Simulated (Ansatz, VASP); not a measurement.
# HfN in VASP and in Ansatz

The input INCAR:

```
PREC     = Accurate       # precision mode
ENCUT    = 520            # plane-wave cutoff, eV
EDIFF    = 1E-7           # SCF threshold, eV
ISMEAR   = 0              # smearing method
SIGMA    = 0.15           # smearing width, eV
LREAL    = False          # projectors in reciprocal space
LASPH    = True           # aspherical terms in the spheres
NELM     = 100            # most SCF steps
ALGO     = Normal         # electronic algorithm
ISIF     = 2              # what is computed and relaxed
LWAVE    = False          # write WAVECAR
LCHARG   = False          # write CHGCAR
GGA      = PS             # functional
NBANDS   = 14             # bands
```

File KPOINTS:

```
Automatic mesh
0
Gamma
  12 12 12
```

File POSCAR:

```
HfN
1.0
    0.0000000000      2.4335341244      2.4335341244
    2.4335341244      0.0000000000      2.4335341244
    2.4335341244      2.4335341244      0.0000000000
Hf N
1 1
Direct
    0.0032166289     -0.0010263497     -0.0019717120
    0.7467833711      0.7510263497      0.7519717120
```

Input for Ansatz:

```yaml
crystal:
  lattice:
    - [0.0, 2.4335341244, 2.4335341244]
    - [2.4335341244, 0.0, 2.4335341244]
    - [2.4335341244, 2.4335341244, 0.0]
  atoms:
    - { symbol: Hf, position: [0.0032166289, -0.0010263497, -0.001971712] }
    - { symbol: "N", position: [0.7467833711, 0.7510263497, 0.751971712] }
basis:
  ecutwfc: 420
kpoints:
  mp_grid: { grid: [12, 12, 12] }
hamiltonian:
  xc: pbesol
scf:
  occupations: { method: gaussian, width: 0.15 }
output:
  forces: true
  stress: true
  eigenvalues: true
  write_density: true
  write_potential: true
  elf: true
  volumetric_format: npy
```

Change from the starting cell: all atoms moved at random, sigma 0.02 Å a component.

Alike in both runs: task single point; functional PBEsol; k mesh 12 × 12 × 12; occupations gaussian, width 0.15 eV; no spin polarisation.

|  | VASP | Ansatz |
| --- | --- | --- |
| version | VASP 6.6.1 | Ansatz 0.2.0 |
| potentials or method | VASP PAW PBE potentials, release 64 (Hf_pv, N), cutoff 520 eV | scalar-relativistic, plane waves, PAW |
| valence electrons in the cell | 15 | 31 |

Ansatz gave:

* gap on the k mesh at the Fermi level (eV): none
* pressure (GPa): 0.2
* traceless stress, the component that is largest in VASP (GPa): 0.89
* rms of the force components (eV/Å): 0.125

Which values does VASP return?

gap on the k mesh at the Fermi level (eV): none; pressure (GPa): -0.7; traceless stress, the component that is largest in VASP (GPa): 0.89; rms of the force components (eV/Å): 0.126.

VASP's potentials were made for PBE, not for PBEsol. Atom by atom the forces differ by 0.001 eV/Å (rms over components). A gap of «none» marks a metal or a gap that the smearing closes. VASP's potentials hold 15 valence electrons a cell and Ansatz's 31, so a difference there can come from the potentials and not from the codes.

Spin-orbit coupling is off throughout.
